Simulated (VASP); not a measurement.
# Ti (P6/mmm) in VASP: further runs

Runs on Ti. Level: PBEsol. Tasks: single point.

Program: VASP 6.6.1. These are calculated values, not measurements. Logs are shortened: lines on timing, memory, paths and dates and some standing lists are left out, and cuts for length are marked.

## Step 1: The cell of the first run

The structure is hexagonal, space group P6/mmm (No. 191). The conventional cell has a = 4.606 Å, b = 4.606 Å, c = 2.855 Å, α = 90.00°, β = 90.00°, γ = 120.00°. Ti (site symmetry 6/mmm) has 14 Ti at 2.85 to 3.02 Å within 3.8 Å. Ti (site symmetry -6m2) has 11 Ti at 2.66 to 3.02 Å within 3.5 Å.

This isn't the form of Ti at room conditions, which is hcp.

## Step 2: Single point, PBEsol (equal strain along all axes, cell held: +2.0 %)

File INCAR:

```
ALGO = Fast ; EDIFF = 1E-6
ENCUT = 520 ; GGA = PS
ISIF = 2 ; ISMEAR = 0
LASPH = True ; LCHARG = False
LREAL = False ; LWAVE = False
NBANDS = 25 ; NELM = 60
PREC = Accurate ; SIGMA = 0.1
```

File KPOINTS:

```
k-points
0
Gamma
  12 12 18
```

File POSCAR:

```
Ti
1.0
    4.6055958533      0.0000000000      0.0000000000
   -2.3027979267      3.9885630085      0.0000000000
    0.0000000000      0.0000000000      2.8547695215
Ti
3
Direct
    0.0000000000      0.0000000000      0.0000000000
    0.3333333333      0.6666666667      0.5000000000
    0.6666666667      0.3333333333      0.5000000000
```

Potentials or basis: VASP PAW PBE potentials, release 64 (Ti_sv).

Launch:

```
> cat potpaw_PBE.64/Ti_sv/POTCAR > POTCAR
> mpirun -np 1 vasp_std > vasp.out
```

OUTCAR:

```text
EDIFF = 1E-6
   ENCUT = 520
   GGA = PS
   ISIF = 2
   ISMEAR = 0
   LASPH = True
   LREAL = False
   NELM = 60
   PREC = Accurate

 ion  position               nearest neighbor table
   1  0.000  0.000  0.000-
   2  0.333  0.667  0.500-   3 2.66   3 2.66   3 2.66
   3  0.667  0.333  0.500-   2 2.66   2 2.66   2 2.66

  LATTYP: Found a hexagonal cell.
 ALAT       =     4.6055958533
 C/A-ratio  =     0.6198480311

  Lattice vectors:

 A1 = (   4.6055958533,   0.0000000000,   0.0000000000)
 A2 = (  -2.3027979267,   3.9885630085,   0.0000000000)
 A3 = (   0.0000000000,   0.0000000000,   2.8547695215)

Analysis of symmetry for initial positions (statically):
=====================================================================
 Subroutine PRICEL returns:
 Original cell was already a primitive cell.

 Routine SETGRP: Setting up the symmetry group for a
 hexagonal supercell.

 Subroutine GETGRP returns: Found 24 space group operations
 (whereof 24 operations were pure point group operations)
 out of a pool of 24 trial point group operations.

The static configuration has the point symmetry D_6h.

Analysis of symmetry for dynamics (positions and initial velocities):
=====================================================================
 Subroutine PRICEL returns:
 Original cell was already a primitive cell.

 Routine SETGRP: Setting up the symmetry group for a
 hexagonal supercell.

 Subroutine GETGRP returns: Found 24 space group operations
 (whereof 24 operations were pure point group operations)
 out of a pool of 24 trial point group operations.

The dynamic configuration has the point symmetry D_6h.

 Subroutine INISYM returns: Found 24 space group operations
 (whereof 24 operations are pure point group operations),
 and found     1 'primitive' translations

----------------------------------------------------------------------------------------

                                     Primitive cell

  volume of cell :      52.4413

  direct lattice vectors                    reciprocal lattice vectors
     4.605595853  0.000000000  0.000000000     0.217127171  0.125358431  0.000000000
    -2.302797927  3.988563008  0.000000000     0.000000000  0.250716862  0.000000000
     0.000000000  0.000000000  2.854769522     0.000000000  0.000000000  0.350290975

  length of vectors
     4.605595853  4.605595853  2.854769522     0.250716862  0.250716862  0.350290975

  position of ions in fractional coordinates (direct lattice)
     0.000000000  0.000000000  0.000000000
     0.333333333  0.666666667  0.500000000
     0.666666667  0.333333333  0.500000000

  ion indices of the primitive-cell ions
   primitive index   ion index
                 1           1
                 2           2
                 3           3

----------------------------------------------------------------------------------------

 KPOINTS: k-points

Automatic generation of k-mesh.
 Grid dimensions read from file:
 generate k-points for:   12   12   18

 Generating k-lattice:

  Cartesian coordinates                     Fractional coordinates (reciprocal lattice)
     0.018093931  0.010446536  0.000000000     0.083333333  0.000000000  0.000000000
     0.000000000  0.020893072  0.000000000     0.000000000  0.083333333  0.000000000
     0.000000000  0.000000000  0.019460610     0.000000000  0.000000000  0.055555556

  Length of vectors
     0.020893072  0.020893072  0.019460610

  Shift w.r.t. Gamma in fractional coordinates (k-lattice)
     0.000000000  0.000000000  0.000000000

 Subroutine IBZKPT returns following result:
 ===========================================

 Found    190 irreducible k-points:

 Following reciprocal coordinates:
            Coordinates               Weight
  0.000000  0.000000  0.000000      1.000000
  0.083333  0.000000  0.000000      6.000000
  0.166667  0.000000  0.000000      6.000000
  0.250000  0.000000  0.000000      6.000000
  0.333333  0.000000  0.000000      6.000000
  0.416667  0.000000  0.000000      6.000000
[... 16 lines left out ...]
  0.250000  0.000000  0.055556     12.000000
  0.333333  0.000000  0.055556     12.000000
 [... further k-points ...]
   k-points           NKPTS =    190   k-points in BZ     NKDIM =    190   number of bands    NBANDS=     25
   number of dos      NEDOS =    301   number of ions     NIONS =      3
   total plane-waves  NPLWV =  31104
   dimension x,y,z NGX =    36 NGY =   36 NGZ =   24
   dimension x,y,z NGXF=    72 NGYF=   72 NGZF=   48
   ions per type =               3
   NGX,Y,Z   is equivalent  to a cutoff of  12.99, 12.99, 13.98 a.u.
   NGXF,Y,Z  is equivalent  to a cutoff of  25.99, 25.99, 27.95 a.u.
 SYSTEM =  unknown system
   PREC   = accura    normal or accurate (medium, high low for compatibility)
   ISTART =      0    job   : 0-new  1-cont  2-samecut
   ICHARG =      2    charge: 1-file 2-atom 10-const
   ISPIN  =      1    spin polarized calculation?
   LNONCOLLINEAR =      F non collinear calculations
   LSORBIT =      F    spin-orbit coupling
   LASPH  =      T    aspherical Exc in radial PAW
   ENCUT  =  520.0 eV  38.22 Ry    6.18 a.u.   8.56  8.56  5.31*2*pi/ulx,y,z
   NELM   =     60;   NELMIN=  2; NELMDL= -5     # of ELM steps
   EDIFF  = 0.1E-05   stopping-criterion for ELM
   LREAL  =      F    real-space projection
[... 7 lines left out ...]
   TEBEG  =    0.0;   TEEND  =   0.0 temperature during run
   PSTRESS=    0.0 pullay stress
   NELECT =      36.0000    total number of electrons
   NUPDOWN=      -1.0000    fix difference up-down
   EMIN   =  10.00;   EMAX   =-10.00  energy-range for DOS
   EFERMI =   0.00;   METHOD = LEGACY
   ISMEAR =     0;   SIGMA  =   0.10  broadening in eV -4-tet -1-fermi 0-gaus
   EFERMI_NEDOS =   21; number of points for ismear=-14 and -15
   IALGO  =     68    algorithm
   IMIX   =      4    mixing-type and parameters
     AMIX     =   0.40;   BMIX     =  1.00
     AMIX_MAG =   1.60;   BMIX_MAG =  1.00
  volume/ion in A,a.u.               =      17.48       117.96
  Fermi-wavevector in a.u.,A,eV,Ry     =   1.444169  2.729083 28.376621  2.085623
  Thomas-Fermi vector in A             =   2.562494
   LORBIT       =      0    0 simple, 1 ext, 2 COOP (PROOUT), +10 PAW based schemes
   GGA     = PS    functional components
   LHFCALC =     F    Hartree Fock is set to
   AEXX    =    0.0000 exact exchange contribution
   IVDW    =     0    specifies the selected vdW correction
   LEPSILON=     F    determine dielectric tensor
   LRPA    =     F    only Hartree local field effects (RPA)
 non-spin polarized calculation
 RMM-DIIS sequential band-by-band and
 Gauss-broadening in eV      SIGMA  =   0.10
  energy-cutoff  :      520.00
  volume of cell :       52.44
 maximum number of plane-waves:      1432
 NGX is ok and might be reduce to    36
   NGX = 17   NGY = 17   NGZ = 11

 number of electron      35.9999985 magnetization

 Free energy of the ion-electron system (eV)
  ---------------------------------------------------
  ext. energy  EPLUGINS =         0.00000000
  ---------------------------------------------------
  free energy    TOTEN  =       -24.99943690 eV

  energy without entropy =      -24.98593662  energy(sigma->0) =      -24.99268676

 E-fermi :   8.0284     XC(G=0): -11.6039

 val. band max:        8.0263843311   @ k =   0.4167   0.1667   0.1667
 cond. band min:       8.0286722510   @ k =   0.4167   0.1667   0.3889
 fundamental gap:      0.0022879199
 Fermi energy:         8.0283992602

 k-point     1 :       0.0000    0.0000    0.0000
  band No.  band energies     occupation
      1     -48.6728      2.00000
      2     -48.4019      2.00000
      3     -48.2448      2.00000
      4     -25.0818      2.00000
      5     -25.0818      2.00000
      6     -24.9513      2.00000
[... 17 lines left out ...]
     24       9.8866      0.00000
     25       9.8874      0.00000

 k-point     2 :       0.0833    0.0000    0.0000
  band No.  band energies     occupation
      1     -48.6720      2.00000
      2     -48.4002      2.00000
      3     -48.2474      2.00000
      4     -25.0993      2.00000
      5     -25.0953      2.00000
      6     -24.9337      2.00000
[... 17 lines left out ...]
     24       9.6327      0.00000
     25      10.0894      0.00000

 k-point     3 :       0.1667    0.0000    0.0000
  band No.  band energies     occupation
      1     -48.6699      2.00000
      2     -48.3950      2.00000
      3     -48.2549      2.00000
      4     -25.1343      2.00000
      5     -25.1127      2.00000
      6     -24.8984      2.00000
[... 17 lines left out ...]
     24       9.5187      0.00000
     25      10.3913      0.00000

 k-point     4 :       0.2500    0.0000    0.0000
  band No.  band energies     occupation
      1     -48.6672      2.00000
      2     -48.3864      2.00000
      3     -48.2666      2.00000
      4     -25.1696      2.00000
      5     -25.1145      2.00000
      6     -24.8626      2.00000
[... 17 lines left out ...]
     24       9.7658      0.00000
     25      10.5757      0.00000

 k-point     5 :       0.3333    0.0000    0.0000
  band No.  band energies     occupation
      1     -48.6645      2.00000
      2     -48.3753      2.00000
      3     -48.2808      2.00000
      4     -25.1981      2.00000
      5     -25.0979      2.00000
      6     -24.8337      2.00000
[... 17 lines left out ...]
     24      10.0689      0.00000
     25      10.6172      0.00000

 k-point     6 :       0.4167    0.0000    0.0000
  band No.  band energies     occupation
      1     -48.6626      2.00000
      2     -48.3638      2.00000
      3     -48.2943      2.00000
      4     -25.2164      2.00000
      5     -25.0716      2.00000
      6     -24.8181      2.00000
[... 17 lines left out ...]
     24      10.2666      0.00000
     25      10.3972      0.00000
[... 393 lines left out ...]
 k-point    21 :       0.0833    0.0000    0.0556
  band No.  band energies     occupation
      1     -48.6702      2.00000
      2     -48.3989      2.00000
      3     -48.2460      2.00000
      4     -25.0963      2.00000
      5     -25.0925      2.00000
      6     -24.9324      2.00000
[... 17 lines left out ...]
     24       9.6392      0.00000
     25      10.1363      0.00000

 k-point    22 :       0.1667    0.0000    0.0556
  band No.  band energies     occupation
      1     -48.6682      2.00000
      2     -48.3937      2.00000
      3     -48.2535      2.00000
      4     -25.1308      2.00000
      5     -25.1099      2.00000
      6     -24.8978      2.00000
[... 17 lines left out ...]
     24       9.5541      0.00000
     25      10.4018      0.00000

 k-point    23 :       0.2500    0.0000    0.0556
  band No.  band energies     occupation
      1     -48.6655      2.00000
      2     -48.3851      2.00000
      3     -48.2651      2.00000
      4     -25.1657      2.00000
      5     -25.1120      2.00000
      6     -24.8628      2.00000
[... 17 lines left out ...]
     24       9.7550      0.00000
     25      10.6848      0.00000

 k-point    24 :       0.3333    0.0000    0.0556
  band No.  band energies     occupation
      1     -48.6629      2.00000
      2     -48.3738      2.00000
      3     -48.2793      2.00000
      4     -25.1938      2.00000
      5     -25.0961      2.00000
      6     -24.8346      2.00000
[... 17 lines left out ...]
     24      10.0562      0.00000
     25      10.6707      0.00000

 [... further k-points ...]

------------------------ aborting loop because EDIFF is reached ----------------------------------------

  FORCE on cell =-STRESS in cart. coord.  units (eV):
  Direction    XX          YY          ZZ          XY          YZ          ZX
  --------------------------------------------------------------------------------------
  -------------------------------------------------------------------------------------
  Total       -2.1342659     -2.1342659     -2.2341709      0.0000000      0.0000000      0.0000000
  in kB      -65.2057332    -65.2057332    -68.2580126      0.0000000      0.0000000      0.0000000
  external PRESSURE =     -66.2231597 kB  Pullay stress =       0.0000000 kB

 VOLUME and BASIS-vectors are now :
 -----------------------------------------------------------------------------
  energy-cutoff  :      520.00
  volume of cell :       52.44
      direct lattice vectors                 reciprocal lattice vectors
     4.605595853  0.000000000  0.000000000     0.217127171  0.125358431  0.000000000
    -2.302797927  3.988563008  0.000000000     0.000000000  0.250716862  0.000000000
     0.000000000  0.000000000  2.854769522     0.000000000  0.000000000  0.350290975

 POSITION                                       TOTAL-FORCE (eV/Angst)
 -----------------------------------------------------------------------------------
      0.00000      0.00000      0.00000        -0.000000      0.000000      0.000000
     -0.00000      2.65904      1.42738         0.000000      0.000000     -0.000000
      2.30280      1.32952      1.42738        -0.000000      0.000000      0.000000
 -----------------------------------------------------------------------------------
    total drift:                                0.000000      0.000000     -0.000000

  FREE ENERGIE OF THE ION-ELECTRON SYSTEM (eV)
  ---------------------------------------------------
  free  energy   TOTEN  =       -24.9994369046 eV

  energy  without entropy=      -24.9859366185  energy(sigma->0) =      -24.99268676
```

Run time: 6.8 min. Hardware: 1 thread of Intel Xeon 6975P-C (Granite Rapids), shared host; peak memory 0.3 GiB.

Results:

| Quantity | Value |
| --- | --- |
| Free energy | -24.9994 eV |
| Pressure | -6.6 GPa |
| Band gap on the k mesh | zero (bands 18 and 19 overlap by 0.30 eV) |

Stress tensor (GPa, compression positive):
```
-6.52  0.00  0.00
 0.00 -6.52  0.00
 0.00  0.00 -6.83
```

Caveat: the cell differs from its parent crystal (equal strain along all axes, cell held: +2.0 %); the cell stands under tension; the PAW data sets were made with another functional, which shifts forces and pressure a little.

## Step 3: Single point, PBEsol (equal strain along all axes, cell held: +3.0 %)

File INCAR:

```
SYSTEM = Ti
PREC = Accurate
ENCUT = 520
EDIFF = 1E-6
ISMEAR = 0
SIGMA = 0.1
LREAL = .False.
LASPH = .True.
NELM = 80
ALGO = Fast
ISIF = 2
LWAVE = .False.
LCHARG = .True.
GGA = PS
LELF = .True.
LVHAR = .True.
NBANDS = 25
```

File KPOINTS:

```
regular mesh
0
Gamma
  12 12 18
  0 0 0
```

File POSCAR:

```
Ti
1.0
    4.6507487538      0.0000000000      0.0000000000
   -2.3253743769      4.0276665674      0.0000000000
    0.0000000000      0.0000000000      2.8827574580
Ti
3
Direct
    0.0000000000      0.0000000000      0.0000000000
    0.3333333333      0.6666666667      0.5000000000
    0.6666666667      0.3333333333      0.5000000000
```

Potentials or basis: VASP PAW PBE potentials, release 64 (Ti_sv).

Launch:

```
> cat potpaw_PBE.64/Ti_sv/POTCAR > POTCAR
> mpirun -np 1 vasp_std > vasp.out
```

OUTCAR:

```text
SYSTEM = Ti
   PREC = Accurate
   ENCUT = 520
   EDIFF = 1E-6
   ISMEAR = 0
   LREAL = .False.
   LASPH = .True.
   NELM = 80
   ISIF = 2
   GGA = PS

 ion  position               nearest neighbor table
   1  0.000  0.000  0.000-
   2  0.333  0.667  0.500-   3 2.69   3 2.69   3 2.69
   3  0.667  0.333  0.500-   2 2.69   2 2.69   2 2.69

  LATTYP: Found a hexagonal cell.
 ALAT       =     4.6507487538
 C/A-ratio  =     0.6198480311

  Lattice vectors:

[... 864 lines left out ...]

  FORCE on cell =-STRESS in cart. coord.  units (eV):
  Direction    XX          YY          ZZ          XY          YZ          ZX
  --------------------------------------------------------------------------------------
  -------------------------------------------------------------------------------------
  Total       -3.0670284     -3.0670284     -3.2158612      0.0000000      0.0000000     -0.0000000
  in kB      -91.0005214    -91.0005214    -95.4164794      0.0000000      0.0000000     -0.0000000
  external PRESSURE =     -92.4725074 kB  Pullay stress =       0.0000000 kB

 VOLUME and BASIS-vectors are now :
 -----------------------------------------------------------------------------
  energy-cutoff  :      520.00
  volume of cell :       54.00
      direct lattice vectors                 reciprocal lattice vectors
     4.650748754  0.000000000  0.000000000     0.215019141  0.124141359  0.000000000
    -2.325374377  4.027666567  0.000000000     0.000000000  0.248282717  0.000000000
     0.000000000  0.000000000  2.882757458     0.000000000  0.000000000  0.346890092

 POSITION                                       TOTAL-FORCE (eV/Angst)
 -----------------------------------------------------------------------------------
      0.00000      0.00000      0.00000         0.000000      0.000000     -0.000000
     -0.00000      2.68511      1.44138        -0.000000      0.000000      0.000000
      2.32537      1.34256      1.44138         0.000000     -0.000000     -0.000000
 -----------------------------------------------------------------------------------
    total drift:                                0.000000      0.000000     -0.000000

  FREE ENERGIE OF THE ION-ELECTRON SYSTEM (eV)
  ---------------------------------------------------
  free  energy   TOTEN  =       -24.9228252031 eV

  energy  without entropy=      -24.9091668317  energy(sigma->0) =      -24.91599602
```

OSZICAR:

```text
N       E                     dE             d eps       ncg     rms          rms(c)
DAV:   1     0.427818201890E+03    0.42782E+03   -0.18580E+04  9516   0.176E+03
DAV:   2     0.196941877158E+02   -0.40812E+03   -0.40167E+03  9588   0.514E+02
DAV:   3    -0.250543985255E+02   -0.44749E+02   -0.43840E+02 17631   0.147E+02
[... 39 lines left out ...]
RMM:  43    -0.249228235354E+02   -0.59710E-06   -0.12681E-05  7312   0.122E-02    0.312E-04
RMM:  44    -0.249228240594E+02   -0.52399E-06   -0.11738E-05  7216   0.118E-02    0.138E-04
RMM:  45    -0.249228245094E+02   -0.45002E-06   -0.10835E-05  6907   0.112E-02    0.312E-04
RMM:  46    -0.249228248769E+02   -0.36749E-06   -0.10009E-05  6472   0.108E-02    0.446E-04
RMM:  47    -0.249228252031E+02   -0.32616E-06   -0.94465E-06  6448   0.104E-02
   1 F= -.24922825E+02 E0= -.24915996E+02  d E =-.136584E-01
```

stdout:

```text
POSCAR found type information on POSCAR Ti
 POSCAR found :  1 types and       3 ions
 scaLAPACK will be used
 -----------------------------------------------------------------------------
|                                                                             |
|                                                                             |
|     You enforced a specific xc type in the INCAR file but a different       |
[... 42 lines left out ...]
WARNING in EDDRMM: call to ZHEGV failed, returncode =   8  4     20
WARNING in EDDRMM: call to ZHEGV failed, returncode =   6  3     15
WARNING in EDDRMM: call to ZHEGV failed, returncode =   6  3     13
WARNING in EDDRMM: call to ZHEGV failed, returncode =   8  4      8
WARNING in EDDRMM: call to ZHEGV failed, returncode =   8  4      8
WARNING in EDDRMM: call to ZHEGV failed, returncode =   8  4      4
WARNING in EDDRMM: call to ZHEGV failed, returncode =   6  3      8
```

Wall time 5.8 min (1 thread of Intel Xeon 6975P-C (Granite Rapids), shared host); peak memory 0.31 GiB.

Results:

| Quantity | Value |
| --- | --- |
| Free energy | -24.9228 eV |
| Pressure | -9.2 GPa |
| Band gap on the k mesh | zero (bands 18 and 19 overlap by 0.26 eV) |

Stress tensor (GPa, compression positive):
```
-9.10  0.00  0.00
 0.00 -9.10  0.00
 0.00  0.00 -9.54
```

Caveat: the cell differs from its parent crystal (equal strain along all axes, cell held: +3.0 %); the cell stands under tension; the PAW data sets were made with another functional, which shifts forces and pressure a little.
